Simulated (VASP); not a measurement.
The system is Co.

```
CELL_PARAMETERS angstrom
2.47200 0.00000 0.00000
-1.23600 2.14081 0.00000
0.00000 0.00000 4.02114
ATOMIC_POSITIONS crystal
Co 0.66667 0.33333 0.75000
Co 0.33333 0.66667 0.25000
```

Base run:

* Program: VASP 6.6.1
* Functional: PBEsol
* Potentials or basis: VASP PAW PBE potentials, release 64 (Co)
* Cutoff: 520 eV
* k mesh: 10 × 10 × 6
* Occupations: fermi-dirac, width 0.05 eV
* Spin: collinear spin, zero start
* Starting moments: [0.0, 0.0] μB
* Fixed moment: 0 μB

Its results: pressure -18.0 GPa.

The run is repeated on the same cell with these changes: functional from PBEsol to PBE; further incar settings from ALGO = Normal; EDIFF = 1e-07; NBANDS = 20 to ALGO = Normal; EDIFF = 1e-06; NBANDS = 20. What comes out?

Pressure -7.3 GPa.

Caveats: the cell stands under tension; the total moment is fixed, so each spin has its own Fermi level; the PAW data sets were made with another functional, which shifts forces and pressure a little (at least some runs).
